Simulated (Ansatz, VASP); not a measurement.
**CdSi2: VASP beside Ansatz**

```
Cd Si
1.0
     5.61522    0.00000    0.00000
     0.00000    5.61522    0.00000
     0.00000    0.00000    3.61677
Cd Si
2 4
Direct
  0.00000 0.00000 0.00000
  0.50000 0.50000 0.50000
  0.30600 0.30600 0.00000
  0.19400 0.80600 0.50000
  0.69400 0.69400 0.00000
  0.80600 0.19400 0.50000
```

Alike in both runs: task relaxation of cell and atoms; functional PBE; k mesh 4 × 4 × 6; occupations gaussian, width 0.1 eV; no spin polarisation.

```csv
,VASP,Ansatz
version,VASP 6.6.1,Ansatz 0.2.0
potentials or method,"VASP PAW PBE potentials, release 64 (Cd, Si), cutoff 600 eV","scalar-relativistic, plane waves, PAW"
valence electrons in the cell,40,56
```

Ansatz gave:

* gap on the k mesh at the Fermi level, each at its own relaxed structure (eV): none
* relaxed volume (Å³/atom): 24.28
* relaxed length of the cell vector where the two differ most in proportion (Å): 5.271

Problem. Estimate VASP's values.

Solution. gap on the k mesh at the Fermi level, each at its own relaxed structure (eV): none; relaxed volume (Å³/atom): 24.40; relaxed length of the cell vector where the two differ most in proportion (Å): 5.290.

A gap of «none» marks a metal or a gap that the smearing closes. VASP's potentials hold 40 valence electrons a cell and Ansatz's 56, so a difference there can come from the potentials and not from the codes.

Noted on VASP's run: the volume moved by over 15 % at a fixed basis, so the end points are rough.
